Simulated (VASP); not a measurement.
# BP (P-6m2) in VASP: further runs, part 2 of 2

VASP 6.6.1.

### Step 3. Relaxation of cell and atoms, PBE+D3(BJ)

This run uses another cell than the first one, of 15.62 Å³/atom.

Input file INCAR:

```
SYSTEM = BP
PREC = Accurate
ENCUT = 600
EDIFF = 1E-6
ISMEAR = 0
SIGMA = 0.02
LREAL = .False.
LASPH = .True.
NELM = 100
ALGO = Normal
ISIF = 3
LWAVE = .False.
LCHARG = .False.
GGA = PE
IVDW = 12
IBRION = 2
NSW = 100
EDIFFG = -0.01
```

Input file KPOINTS:

```
Automatic mesh
0
Gamma
  12 12 6
  0 0 0
```

Input file POSCAR:

```
BP
1.0
    3.1995522149      0.0000000000      0.0000000000
   -1.5997761075      2.7708934989      0.0000000000
    0.0000000000      0.0000000000      7.0468593144
B P
2 2
Direct
    0.6666666667      0.3333333333      0.0000000000
    0.3333333333      0.6666666667      0.5000000000
    0.3333333333      0.6666666667      0.0000000000
    0.0000000000      0.0000000000      0.5000000000
```

Potentials or basis: VASP PAW PBE potentials, release 64 (B, P).

Launch:

```bash
> cat potpaw_PBE.64/B/POTCAR potpaw_PBE.64/P/POTCAR > POTCAR
> mpirun -np 1 vasp_std > vasp.out
```

OUTCAR:

```text
SYSTEM = BP
   PREC = Accurate
   ENCUT = 600
   EDIFF = 1E-6
   ISMEAR = 0
   LREAL = .False.
   LASPH = .True.
   NELM = 100
   ISIF = 3
   GGA = PE
   IVDW = 12
   IBRION = 2
   NSW = 100
   EDIFFG = -0.01
 IVDW          = 12

 ion  position               nearest neighbor table
   1  0.667  0.333  0.000-   3 1.85   3 1.85   3 1.85
   2  0.333  0.667  0.500-   4 1.85   4 1.85   4 1.85
   3  0.333  0.667  0.000-   1 1.85   1 1.85   1 1.85
   4  0.000  0.000  0.500-   2 1.85   2 1.85   2 1.85

  LATTYP: Found a hexagonal cell.
 ALAT       =     3.1995522149
 C/A-ratio  =     2.2024517311

  Lattice vectors:

 A1 = (   3.1995522149,   0.0000000000,   0.0000000000)
 A2 = (  -1.5997761075,   2.7708934989,   0.0000000000)
 A3 = (   0.0000000000,   0.0000000000,   7.0468593144)

Analysis of symmetry for initial positions (statically):
=====================================================================
 Subroutine PRICEL returns:
 Original cell was already a primitive cell.

 Routine SETGRP: Setting up the symmetry group for a
 hexagonal supercell.

 Subroutine GETGRP returns: Found 12 space group operations
 (whereof 12 operations were pure point group operations)
 out of a pool of 24 trial point group operations.

The static configuration has the point symmetry D_3h.

Analysis of symmetry for dynamics (positions and initial velocities):
=====================================================================
 Subroutine PRICEL returns:
 Original cell was already a primitive cell.

 Routine SETGRP: Setting up the symmetry group for a
 hexagonal supercell.

 Subroutine GETGRP returns: Found 12 space group operations
 (whereof 12 operations were pure point group operations)
 out of a pool of 24 trial point group operations.

The dynamic configuration has the point symmetry D_3h.

 Subroutine INISYM returns: Found 12 space group operations
 (whereof 12 operations are pure point group operations),
 and found     1 'primitive' translations

----------------------------------------------------------------------------------------

                                     Primitive cell
[... 111 lines left out ...]
   EFERMI_NEDOS =   21; number of points for ismear=-14 and -15
   IALGO  =     38    algorithm
   IMIX   =      4    mixing-type and parameters
     AMIX     =   0.40;   BMIX     =  1.00
     AMIX_MAG =   1.60;   BMIX_MAG =  1.00
  volume/ion in A,a.u.               =      15.62       105.40
  Fermi-wavevector in a.u.,A,eV,Ry     =   1.039633  1.964621 14.705670  1.080836
  Thomas-Fermi vector in A             =   2.174172
   LORBIT       =      0    0 simple, 1 ext, 2 COOP (PROOUT), +10 PAW based schemes
   GGA     = PE    functional components
   LHFCALC =     F    Hartree Fock is set to
   AEXX    =    0.0000 exact exchange contribution
   IVDW    =    12    specifies the selected vdW correction
   LEPSILON=     F    determine dielectric tensor
   LRPA    =     F    only Hartree local field effects (RPA)
 conjugate gradient relaxation of ions
 non-spin polarized calculation
 Gauss-broadening in eV      SIGMA  =   0.02
  energy-cutoff  :      600.00
  volume of cell :       62.47
 maximum number of plane-waves:      2111
 NGX is ok and might be reduce to    28
   NGX = 13   NGY = 13   NGZ = 29

--------------------------------------- Ionic step        1  -------------------------------------------

 number of electron      15.9999999 magnetization

 Free energy of the ion-electron system (eV)
  ---------------------------------------------------
  ext. energy  EPLUGINS =         0.00000000
  ---------------------------------------------------
  free energy    TOTEN  =       -24.26618243 eV

  energy without entropy =      -24.26618243  energy(sigma->0) =      -24.26618243

------------------------ aborting loop because EDIFF is reached ----------------------------------------

 Edisp (eV)   -0.97587

 E8    (eV) :    -0.3525
[... 243 lines left out ...]
--------------------------------------- Ionic step        7  -------------------------------------------

 number of electron      15.9999999 magnetization

 Free energy of the ion-electron system (eV)
  ---------------------------------------------------
  ext. energy  EPLUGINS =         0.00000000
  ---------------------------------------------------
  free energy    TOTEN  =       -24.25075873 eV

  energy without entropy =      -24.25075873  energy(sigma->0) =      -24.25075873

 E-fermi :   4.3216     XC(G=0):  -9.4835

 val. band max:        4.1837512481   @ k =   0.3333   0.3333   0.5000
 cond. band min:       4.7602308489   @ k =   0.3333   0.3333   0.0000
 fundamental gap:      0.5764796008
 Fermi energy:         4.3215539753

 k-point     1 :       0.0000    0.0000    0.0000
  band No.  band energies     occupation
      1      -9.9055      2.00000
      2      -9.3300      2.00000
      3      -1.4297      2.00000
      4       1.6979      2.00000
      5       2.4390      2.00000
      6       2.4390      2.00000
      7       2.5861      2.00000
      8       2.5861      2.00000
      9       8.2999      0.00000
     10       8.7463      0.00000
     11       8.7463      0.00000
     12       8.9639      0.00000
[... 331 lines left out ...]
 k-point    24 :       0.3333    0.0000    0.1667
  band No.  band energies     occupation
      1      -8.2127      2.00000
      2      -7.7688      2.00000
      3      -2.4917      2.00000
      4      -2.1695      2.00000
      5       0.6058      2.00000
      6       0.7581      2.00000
      7       0.9843      2.00000
      8       2.9653      2.00000
      9       6.8458      0.00000
     10       7.1440      0.00000
     11       7.6135      0.00000
     12       8.5416      0.00000

 [... further k-points ...]

------------------------ aborting loop because EDIFF is reached ----------------------------------------

 Edisp (eV)   -0.99222

 E8    (eV) :    -0.3589
[... 27 lines left out ...]
  FREE ENERGIE OF THE ION-ELECTRON SYSTEM (eV)
  ---------------------------------------------------
  free  energy   TOTEN  =       -25.2429782539 eV

  energy  without entropy=      -25.2429782539  energy(sigma->0) =      -25.24297825

 reached required accuracy - stopping structural energy minimisation
```

OSZICAR:

```text
N       E                     dE             d eps       ncg     rms          rms(c)
DAV:   1     0.564387667411E+02    0.56439E+02   -0.74999E+03  1824   0.128E+03
DAV:   2    -0.219982430443E+02   -0.78437E+02   -0.72950E+02  2648   0.189E+02
DAV:   3    -0.258329787713E+02   -0.38347E+01   -0.37791E+01  2320   0.441E+01
DAV:   4    -0.258868589075E+02   -0.53880E-01   -0.53771E-01  2204   0.609E+00
[... 55 lines left out ...]
DAV:   3    -0.242507613335E+02    0.88543E-03   -0.27127E-03  2024   0.299E-01    0.575E-02
DAV:   4    -0.242507638986E+02   -0.25651E-05   -0.45947E-05  2280   0.518E-02    0.540E-02
DAV:   5    -0.242507603387E+02    0.35599E-05   -0.66985E-06  2132   0.189E-02    0.176E-02
DAV:   6    -0.242507591065E+02    0.12322E-05   -0.31975E-06  1972   0.118E-02    0.116E-02
DAV:   7    -0.242507587297E+02    0.37677E-06   -0.28354E-07  1044   0.433E-03
   7 F= -.25242978E+02 E0= -.25242978E+02  d E =-.664163E-03
```

Wall time 2.2 min (1 thread of Intel Xeon Platinum 8559C (Emerald Rapids), shared host); peak memory 0.24 GiB.

What came out:

- Free energy: -25.2430 eV
- Relaxed volume: 15.40 Å³/atom
- Relaxed cell: a = 3.196 Å, b = 3.196 Å, c = 6.965 Å, α = 90.00°, β = 90.00°, γ = 120.00°
- Space group after relaxing (to 0.1 Å): P-6m2 (No. 187)
- Energy gained by relaxing: 0.2 meV/atom
- Ionic steps: 7
- Pressure after relaxing: 0.0 GPa
- Band gap on the k mesh: 0.58 eV (least direct gap 0.74 eV)
- Dispersion energy per atom: -0.248 eV

The path:
```tsv
step	energy change (eV)	largest force (eV/Å)	pressure (GPa)	volume (Å³)
1	0.0000	0.0000	-0.44	62.47
2	0.0000	0.0000	0.41	62.09
3	-0.0003	0.0000	-0.03	62.29
4	-0.0004	0.0000	-0.02	62.19
5	-0.0008	0.0000	0.02	61.89
6	-0.0008	0.0000	0.09	61.30
7	-0.0009	0.0000	0.05	61.61
```

Final structure:
```
B P
1.0
     3.19589    0.00000    0.00000
    -1.59794    2.76772    0.00000
     0.00000    0.00000    6.96530
B P
2 2
Direct
  0.66667 0.33333 0.00000
  0.33333 0.66667 0.50000
  0.33333 0.66667 0.00000
  0.00000 0.00000 0.50000
```

A k mesh can miss the band edges.

### Step 4. Single point, PBE+D3(BJ)

This run uses another cell than the first one, of 15.62 Å³/atom.

Input file INCAR:

```
PREC = Accurate ; ENCUT = 520
EDIFF = 1E-6 ; ISMEAR = 0
SIGMA = 0.1 ; LREAL = F
LASPH = T ; NELM = 100
ALGO = Normal ; ISIF = 2
LWAVE = F ; LCHARG = T
GGA = PE ; IVDW = 12
LELF = T ; LVHAR = T
NBANDS = 16
```

Input file KPOINTS:

```
Automatic mesh
0
Gamma
  6 6 4
```

POSCAR is that of step 3.

Launch:

```bash
> cat potpaw_PBE.64/B/POTCAR potpaw_PBE.64/P/POTCAR > POTCAR
> mpirun -np 1 vasp_std > vasp.out
```

Wall time 10 s (1 thread of Intel Xeon Platinum 8559C (Emerald Rapids), shared host); peak memory 0.18 GiB.

It converged, with:

```yaml
Free_energy: -25.2182 eV
Pressure: -0.3 GPa
Band_gap_on_the_k_mesh: 0.55 eV (least direct gap 0.73 eV)
Dispersion_energy_per_atom: -0.244 eV
```

Stress tensor (GPa, compression positive):
```
-0.37  0.00  0.00
 0.00 -0.37  0.00
 0.00  0.00 -0.19
```

Levels at points of the mesh, in eV from the valence-band top:
| k point | band 6 | band 7 | band 8 | band 9 | band 10 | band 11 |
| --- | --- | --- | --- | --- | --- | --- |
| (0.00, 0.00, 0.00) | -1.80 | -1.60 | -1.60 | 4.02 | 4.52 | 4.52 |
| (0.50, 0.00, 0.00) | -3.56 | -2.00 | -1.00 | 1.65 | 2.25 | 2.48 |
| (0.00, 0.00, 0.50) | -1.79 | -1.61 | -1.61 | 4.54 | 4.54 | 4.72 |
| (0.50, 0.00, 0.50) | -3.62 | -1.23 | -1.11 | 1.19 | 1.30 | 2.81 |

A k mesh can miss the band edges.

### Step 5. Relaxation of cell and atoms, PBE+D3(BJ)

This run uses another cell than the first one, of 15.62 Å³/atom.

Input file INCAR:

```
  PREC = Accurate
  ENCUT = 600
  EDIFF = 1E-6
  ISMEAR = 0
  SIGMA = 0.1
  LREAL = False
  LASPH = True
  NELM = 100
  ALGO = Normal
  ISIF = 3
  LWAVE = False
  LCHARG = False
  GGA = PE
  IVDW = 12
  IBRION = 2
  NSW = 90
  EDIFFG = -0.04
```

KPOINTS is that of step 4.

POSCAR is that of step 4.

Launch:

```bash
> cat potpaw_PBE.64/B/POTCAR potpaw_PBE.64/P/POTCAR > POTCAR
> mpirun -np 1 vasp_std > vasp.out
```

It took 13 s on 1 thread of Intel Xeon Platinum 8559C (Emerald Rapids), shared host; peak memory 0.2 GiB.

It converged, with:

```yaml
Free_energy: -25.2207 eV
Pressure_after_relaxing: -0.3 GPa
Band_gap_on_the_k_mesh: 0.55 eV (least direct gap 0.73 eV)
Dispersion_energy_per_atom: -0.244 eV
```

Stress tensor (GPa, compression positive):
```
-0.37  0.00  0.00
 0.00 -0.37  0.00
 0.00  0.00 -0.18
```

Final structure:
```xyz
4
Lattice="3.1996 0.0000 0.0000 -1.5998 2.7709 0.0000 0.0000 0.0000 7.0469" Properties=species:S:1:pos:R:3 pbc="T T T"
B     1.5998    0.9236    0.0000
B     0.0000    1.8473    3.5234
P     0.0000    1.8473    0.0000
P     0.0000    0.0000    3.5234
```

Levels at points of the mesh, in eV from the valence-band top:
```
           k point  band 5  band 6  band 7  band 8  band 9  band 10  band 11  band 12
(0.00, 0.00, 0.00)   -1.80   -1.80   -1.60   -1.60    4.02     4.52     4.52     4.76
(0.50, 0.00, 0.00)   -3.84   -3.56   -2.00   -1.00    1.65     2.25     2.48     3.15
(0.00, 0.00, 0.50)   -1.79   -1.79   -1.61   -1.61    4.54     4.54     4.72     4.72
(0.50, 0.00, 0.50)   -3.80   -3.62   -1.23   -1.11    1.19     1.30     2.80     2.90
```

Caveat: the relaxation stopped at its first step, so nothing moved.

### Step 6. Summary

```tsv
task	cell	k mesh	cutoff (eV)	smearing	gap on the mesh (eV)	pressure (GPa)
single point	a = 3.198, b = 3.198, c = 6.974 Å, angles 90.0, 90.0, 120.0°, 4 atoms	12 × 12 × 6	520	gaussian 0.02 eV	0.58	-0.2
relaxation of cell and atoms	relaxed from a = 3.200, b = 3.200, c = 7.047 Å, angles 90.0, 90.0, 120.0°, 4 atoms	12 × 12 × 6	600	gaussian 0.02 eV	0.58	0.0
single point	a = 3.200, b = 3.200, c = 7.047 Å, angles 90.0, 90.0, 120.0°, 4 atoms	6 × 6 × 4	520	gaussian 0.1 eV	0.55	-0.3
relaxation of cell and atoms	relaxed from a = 3.200, b = 3.200, c = 7.047 Å, angles 90.0, 90.0, 120.0°, 4 atoms	6 × 6 × 4	600	gaussian 0.1 eV	0.55	-0.3
```

Alike in all rows: level PBE+D3(BJ); potentials or basis VASP PAW PBE potentials, release 64 (B, P); no spin polarisation.

Caveats: the relaxation stopped at its first step, so nothing moved (at least some runs).

Absolute energies hang on the potentials; compare differences alone.
